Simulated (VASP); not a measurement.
# Li (Im-3m) in VASP: notebook

Runs on Li. Level: LDA. Tasks: single point, relaxation of cell and atoms.

Everything below comes from runs of VASP 6.6.1. Logs are shortened: lines on timing, memory, paths and dates and some standing lists are left out, and cuts for length are marked.

## (1) The cell of the first run

It takes space group Im-3m (No. 229, cubic). Conventional cell: a = 3.364 Å, b = 3.364 Å, c = 3.364 Å, α = 90.00°, β = 90.00°, γ = 90.00°. Within 3.8 Å of Li (site symmetry m-3m) lie 14 Li at 2.91 to 3.36 Å.

## (2) Single point, LDA

INCAR reads:

```
SYSTEM = Li
PREC = Accurate ; ENCUT = 750
EDIFF = 1E-6 ; ISMEAR = -1
SIGMA = 0.1 ; LREAL = .FALSE.
LASPH = .TRUE. ; NELM = 120
ALGO = Normal ; ISIF = 2
LWAVE = .FALSE. ; LCHARG = .FALSE.
GGA = CA ; NBANDS = 8
GGA_COMPAT = .FALSE.
```

KPOINTS reads:

```
regular mesh
0
G
  10 10 10
  0 0 0
```

POSCAR reads:

```
Li
1.0
   -1.6821235339      1.6821235339      1.6821235339
    1.6821235339     -1.6821235339      1.6821235339
    1.6821235339      1.6821235339     -1.6821235339
Li
1
Direct
    0.0000000000      0.0000000000      0.0000000000
```

Potentials or basis: VASP PAW LDA potentials, release 64 (Li_sv).

Launch:

```
cat potpaw_LDA.64/Li_sv/POTCAR > POTCAR
mpirun -np 1 vasp_std > vasp.out
```

OUTCAR:

```text
SYSTEM = Li
   PREC = Accurate
   ENCUT = 750
   EDIFF = 1E-6
   ISMEAR = -1
   LREAL = .FALSE.
   LASPH = .TRUE.
   NELM = 120
   ISIF = 2
   GGA = CA

 ion  position               nearest neighbor table
   1  0.000  0.000  0.000-

  LATTYP: Found a body centered cubic cell.
 ALAT       =     3.3642470678

  Lattice vectors:

 A1 = (  -1.6821235339,   1.6821235339,   1.6821235339)
 A2 = (   1.6821235339,  -1.6821235339,   1.6821235339)
 A3 = (   1.6821235339,   1.6821235339,  -1.6821235339)

Analysis of symmetry for initial positions (statically):
=====================================================================
 Subroutine PRICEL returns:
 Original cell was already a primitive cell.

 Routine SETGRP: Setting up the symmetry group for a
 body centered cubic supercell.

 Subroutine GETGRP returns: Found 48 space group operations
 (whereof 48 operations were pure point group operations)
 out of a pool of 48 trial point group operations.

The static configuration has the point symmetry O_h .

Analysis of symmetry for dynamics (positions and initial velocities):
=====================================================================
 Subroutine PRICEL returns:
 Original cell was already a primitive cell.

 Routine SETGRP: Setting up the symmetry group for a
 body centered cubic supercell.

 Subroutine GETGRP returns: Found 48 space group operations
 (whereof 48 operations were pure point group operations)
 out of a pool of 48 trial point group operations.

The dynamic configuration has the point symmetry O_h .

 Subroutine INISYM returns: Found 48 space group operations
 (whereof 48 operations are pure point group operations),
 and found     1 'primitive' translations

----------------------------------------------------------------------------------------

                                     Primitive cell

  volume of cell :      19.0385

  direct lattice vectors                    reciprocal lattice vectors
    -1.682123534  1.682123534  1.682123534     0.000000000  0.297243330  0.297243330
     1.682123534 -1.682123534  1.682123534     0.297243330  0.000000000  0.297243330
     1.682123534  1.682123534 -1.682123534     0.297243330  0.297243330  0.000000000

  length of vectors
     2.913523425  2.913523425  2.913523425     0.420365548  0.420365548  0.420365548

  position of ions in fractional coordinates (direct lattice)
     0.000000000  0.000000000  0.000000000

  ion indices of the primitive-cell ions
[... 75 lines left out ...]
   LREAL  =      F    real-space projection
   EDIFFG = 0.1E-04   stopping-criterion for IOM
   NSW    =      0    number of steps for IOM
   IBRION =     -1    ionic relax: 0-MD 1-quasi-New 2-CG
   NFREE  =      0    steps in history (QN), initial steepest desc. (CG)
   ISIF   =      2    stress and relaxation
   ISYM   =      2    0-nonsym 1-usesym 2-fastsym
   POTIM  = 0.5000    time-step for ionic-motion
   TEBEG  =    0.0;   TEEND  =   0.0 temperature during run
   PSTRESS=    0.0 pullay stress
   NELECT =       3.0000    total number of electrons
   NUPDOWN=      -1.0000    fix difference up-down
   EMIN   =  10.00;   EMAX   =-10.00  energy-range for DOS
   EFERMI =   0.00;   METHOD = LEGACY
   ISMEAR =    -1;   SIGMA  =   0.10  broadening in eV -4-tet -1-fermi 0-gaus
   EFERMI_NEDOS =   21; number of points for ismear=-14 and -15
   IALGO  =     38    algorithm
   IMIX   =      4    mixing-type and parameters
     AMIX     =   0.40;   BMIX     =  1.00
     AMIX_MAG =   1.60;   BMIX_MAG =  1.00
  volume/ion in A,a.u.               =      19.04       128.48
  Fermi-wavevector in a.u.,A,eV,Ry     =   0.884241  1.670973 10.638155  0.781882
  Thomas-Fermi vector in A             =   2.005115
   LORBIT       =      0    0 simple, 1 ext, 2 COOP (PROOUT), +10 PAW based schemes
   GGA     = CA    functional components
   LHFCALC =     F    Hartree Fock is set to
   AEXX    =    0.0000 exact exchange contribution
   IVDW    =     0    specifies the selected vdW correction
   LEPSILON=     F    determine dielectric tensor
   LRPA    =     F    only Hartree local field effects (RPA)
 non-spin polarized calculation
  energy-cutoff  :      750.00
  volume of cell :       19.04
 maximum number of plane-waves:       935
 NGX is ok and might be reduce to    28
   NGX = 13   NGY = 13   NGZ = 13

 number of electron       2.9999997 magnetization

 Free energy of the ion-electron system (eV)
  ---------------------------------------------------
  ext. energy  EPLUGINS =         0.00000000
  ---------------------------------------------------
  free energy    TOTEN  =        -2.04807989 eV

  energy without entropy =       -2.02780307  energy(sigma->0) =       -2.03794148

 E-fermi :   0.7967     XC(G=0):  -7.3035

 val. band max:        0.7824131791   @ k =   0.3000   0.2000   0.0000
 cond. band min:       0.9073646698   @ k =   0.4000   0.1000  -0.0000
 fundamental gap:      0.1249514907
 Fermi energy:         0.7966904482

 k-point     1 :       0.0000    0.0000    0.0000
  band No.  band energies     occupation
      1     -44.7376      2.00000
      2      -2.8019      2.00000
      3      15.7831      0.00000
      4      15.7831      0.00000
      5      15.7831      0.00000
      6      20.9396      0.00000
      7      20.9396      0.00000
      8      20.9396      0.00000
[... 243 lines left out ...]
 k-point    24 :      -0.3000    0.3000    0.1000
  band No.  band energies     occupation
      1     -44.7174      2.00000
      2      -0.8887      2.00000
      3       8.3590      0.00000
      4      11.2720      0.00000
      5      13.7883      0.00000
      6      16.6288      0.00000
      7      17.6726      0.00000
      8      21.5684      0.00000

 [... further k-points ...]

------------------------ aborting loop because EDIFF is reached ----------------------------------------

  FORCE on cell =-STRESS in cart. coord.  units (eV):
  Direction    XX          YY          ZZ          XY          YZ          ZX
  --------------------------------------------------------------------------------------
  -------------------------------------------------------------------------------------
  Total       -0.0156116     -0.0156116     -0.0156116     -0.0000000      0.0000000     -0.0000000
  in kB       -1.3137810     -1.3137810     -1.3137810     -0.0000000      0.0000000     -0.0000000
  external PRESSURE =      -1.3137810 kB  Pullay stress =       0.0000000 kB

 VOLUME and BASIS-vectors are now :
 -----------------------------------------------------------------------------
  energy-cutoff  :      750.00
  volume of cell :       19.04
      direct lattice vectors                 reciprocal lattice vectors
    -1.682123534  1.682123534  1.682123534     0.000000000  0.297243330  0.297243330
     1.682123534 -1.682123534  1.682123534     0.297243330  0.000000000  0.297243330
     1.682123534  1.682123534 -1.682123534     0.297243330  0.297243330  0.000000000

 POSITION                                       TOTAL-FORCE (eV/Angst)
 -----------------------------------------------------------------------------------
      0.00000      0.00000      0.00000        -0.000000     -0.000000      0.000000
 -----------------------------------------------------------------------------------
    total drift:                                0.000000     -0.000000      0.000000

  FREE ENERGIE OF THE ION-ELECTRON SYSTEM (eV)
  ---------------------------------------------------
  free  energy   TOTEN  =        -2.0480798947 eV

  energy  without entropy=       -2.0278030672  energy(sigma->0) =       -2.03794148
```

stdout:

```text
POSCAR found type information on POSCAR Li
 POSCAR found :  1 types and       1 ions
 scaLAPACK will be used
 LDA part: xc-table for (Slater(with rela. corr.)+CA(PZ))
 , standard interpolation
 POSCAR, INCAR and KPOINTS ok, starting setup
 FFT: planning ... GRIDC
 FFT: planning ... GRID_SOFT
 FFT: planning ... GRID
 WAVECAR not read
 entering main loop
```

Run time: 4.4 s. Hardware: 1 thread of AMD EPYC 9R45 (Zen 5), shared host; peak memory 0.1 GiB.

Results:

| Item | Value |
| --- | --- |
| Free energy | -2.0481 eV |
| Pressure | -0.1 GPa |
| Band gap on the k mesh | zero (an odd number of electrons rules out a gap without spin polarisation) |

Levels at points of the mesh, in eV from the Fermi level:
| k point | band 1 | band 2 | band 3 | band 4 | band 5 |
| --- | --- | --- | --- | --- | --- |
| (0.00, 0.00, 0.00) | -45.53 | -3.60 | 14.99 | 14.99 | 14.99 |
| (0.50, 0.00, 0.00) | -45.51 | 0.20 | 3.49 | 10.63 | 12.20 |
| (0.50, 0.50, 0.50) | -45.49 | 5.64 | 5.64 | 5.64 | 8.12 |

## (3) Relaxation of cell and atoms, LDA

This run uses another cell than the first one, of 21.62 Å³/atom.

INCAR reads:

```
SYSTEM = Li
  ALGO = Normal
  EDIFF = 1E-7
  EDIFFG = -0.02
  ENCUT = 750
  GGA_COMPAT = .False.
  IBRION = 2
  ISIF = 3
  ISMEAR = -1
  LASPH = .True.
  LCHARG = .False.
  LREAL = .False.
  LWAVE = .False.
  NELM = 120
  NELMIN = 4
  NSW = 80
  PREC = Accurate
  SIGMA = 0.1
```

KPOINTS reads:

```
k-points
0
Gamma
  10 10 10
  0 0 0
```

POSCAR reads:

```
Li
1.0
   -1.7550000000      1.7550000000      1.7550000000
    1.7550000000     -1.7550000000      1.7550000000
    1.7550000000      1.7550000000     -1.7550000000
Li
1
Direct
    0.0000000000      0.0000000000      0.0000000000
```

Potentials or basis: VASP PAW LDA potentials, release 64 (Li_sv).

Launch:

```
cat potpaw_LDA.64/Li_sv/POTCAR > POTCAR
mpirun -np 1 vasp_std > vasp.out
```

Run time: 9.8 s. Hardware: 1 thread of AMD EPYC 9R45 (Zen 5), shared host; peak memory 0.1 GiB.

It converged, with:

```yaml
Free_energy: -2.0494 eV
Relaxed_volume: 18.94 Å³/atom
Relaxed_cell: a = 2.908 Å, b = 2.908 Å, c = 2.908 Å, α = 109.47°, β = 109.47°, γ = 109.47°
Space_group_after_relaxing_to_0.1_Å: Im-3m (No. 229)
Energy_gained_by_relaxing: 15.0 meV/atom
Ionic_steps: 4
Pressure_after_relaxing: 0.0 GPa
Band_gap_on_the_k_mesh: zero (an odd number of electrons rules out a gap without spin polarisation)
```

Step by step:
```csv
step,energy change (eV),largest force (eV/Å),pressure (GPa),volume (Å³)
1,0.0000,0.0000,-1.65,21.62
2,-0.0064,0.0000,-1.31,20.93
3,-0.0144,0.0000,-0.39,19.47
4,-0.0150,0.0000,0.02,18.94
```

Final structure:
```
Li
1.0
    -1.67921    1.67921    1.67921
     1.67921   -1.67921    1.67921
     1.67921    1.67921   -1.67921
Li
1
Direct
  0.00000 0.00000 0.00000
```

Levels at points of the mesh, in eV from the Fermi level:
| k point | band 1 | band 2 | band 3 | band 4 | band 5 |
| --- | --- | --- | --- | --- | --- |
| (0.00, 0.00, 0.00) | -45.52 | -3.61 | 15.04 | 15.04 | 15.04 |
| (0.50, 0.00, 0.00) | -45.50 | 0.20 | 3.51 | 10.67 | 12.25 |
| (0.50, 0.50, 0.50) | -45.48 | 5.66 | 5.66 | 5.66 | 8.14 |
